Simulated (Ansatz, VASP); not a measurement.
# Two plane-wave programs on Mo

The input INCAR:

```
ALGO     = Normal         # electronic algorithm
DIPOL    = 0.5 0.5 0.500
EDIFF    = 1E-6           # SCF threshold, eV
ENCUT    = 520            # plane-wave cutoff, eV
GGA      = RE             # functional
IDIPOL   = 3            
ISIF     = 2              # what is computed and relaxed
ISMEAR   = -1             # smearing method
LASPH    = True           # aspherical terms in the spheres
LCHARG   = True           # write CHGCAR
LDIPOL   = True         
LELF     = True           # ELF
LREAL    = False          # projectors in reciprocal space
LVACPOTAV= True         
LVHAR    = True         
LWAVE    = False          # write WAVECAR
NBANDS   = 28             # bands
NELM     = 60             # most SCF steps
PREC     = Accurate       # precision mode
SIGMA    = 0.05           # smearing width, eV
```

The input KPOINTS:

```
k-points
0
Gamma
  13 13 1
```

POSCAR

```
Mo
1.0
    2.7101442943      0.0000000000      0.0000000000
   -0.9033814314      2.5551485447      0.0000000000
    0.0000000000      0.0000000000     20.4256000000
Mo
3
Direct
    0.0000000000      0.0000000000      0.3916642081
    0.5000000000      0.5000000000      0.5000000000
    0.0000000000      0.0000000000      0.6083357919
```

Input for Ansatz:

```yaml
crystal:
  lattice:
    - [2.7101442943, 0.0, 0.0]
    - [-0.9033814314, 2.5551485447, 0.0]
    - [0.0, 0.0, 20.4256]
  atoms:
    - { symbol: Mo, position: [0.0, 0.0, 0.3916642081] }
    - { symbol: Mo, position: [0.5, 0.5, 0.5] }
    - { symbol: Mo, position: [0.0, 0.0, 0.6083357919] }
kpoints:
  mp_grid: { grid: [13, 13, 1] }
scf:
  occupations: { method: fermi_dirac, width: 0.05 }
  convergence: { dr2_threshold: 1.0e-08 }
hamiltonian:
  xc: revpbe
  pseudopotentials: { kind: paw }
output:
  forces: true
  stress: true
  eigenvalues: true
  populations: true
efield:
  axis: 3
  amplitude: 0
  dipole_correction: true
```

Alike in both runs: task single point; functional revPBE; k mesh 13 × 13 × 1; occupations fermi-dirac, width 0.05 eV; no spin polarisation.

|  | VASP | Ansatz |
| --- | --- | --- |
| version | VASP 6.6.1 | Ansatz 0.2.0 |
| potentials or method | VASP PAW PBE potentials, release 64 (Mo_sv) | PAW with Ansatz's default frozen-core files, scalar-relativistic |
| plane-wave cutoff (eV) | 520 | 420 |
| valence electrons in the cell | 42 | 42 |

```csv
,VASP,Ansatz,Ansatz less VASP
gap on the k mesh at the Fermi level (eV),none,none,-
rms of the force components (eV/Å),0.075,0.086,+0.0110
```

VASP's potentials were made for PBE, not for revPBE. Atom by atom the forces differ by 0.011 eV/Å (rms over components). A gap of «none» marks a metal or a gap that the smearing closes. Ansatz's warnings: stress scf threshold loose.
